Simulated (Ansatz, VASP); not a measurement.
## Two plane-wave programs on SiNi3

```
Si Ni
1.0
     3.46125    0.00000    0.00000
     0.00000    3.46125    0.00000
     0.00000    0.00000    3.46125
Si Ni
1 3
Direct
  0.00000 0.00000 0.00000
  0.00000 0.42777 0.50000
  0.50000 0.92777 0.50000
  0.50000 0.42777 0.00000
```

Change from the starting cell: all Ni atoms moved -0.250 Å, as atom 2 along Cartesian [0 1 0].

Alike in both runs: task single point; functional PBEsol; k mesh 14 × 14 × 14; occupations gaussian, width 0.15 eV; no spin polarisation.

|  | VASP | Ansatz |
| --- | --- | --- |
| version | VASP 6.6.1 | Ansatz 0.2.0 |
| potentials or method | VASP PAW PBE potentials, release 64 (Si, Ni), cutoff 520 eV | scalar-relativistic, plane waves, PAW |
| valence electrons in the cell | 34 | 58 |

Ansatz gave:

```
gap on the k mesh at the Fermi level (eV)                     : none
pressure (GPa)                                                : 3.6
traceless stress, the component that is largest in VASP (GPa) : 0.72
rms of the force components (eV/Å)                            : 0.612
```

**Question.** Which values does VASP return?

**Answer.** gap on the k mesh at the Fermi level (eV): none; pressure (GPa): 3.7; traceless stress, the component that is largest in VASP (GPa): 0.69; rms of the force components (eV/Å): 0.622.

VASP's potentials were made for PBE, not for PBEsol. Atom by atom the forces differ by 0.011 eV/Å (rms over components). A gap of «none» marks a metal or a gap that the smearing closes. VASP's potentials hold 34 valence electrons a cell and Ansatz's 58, so a difference there can come from the potentials and not from the codes.
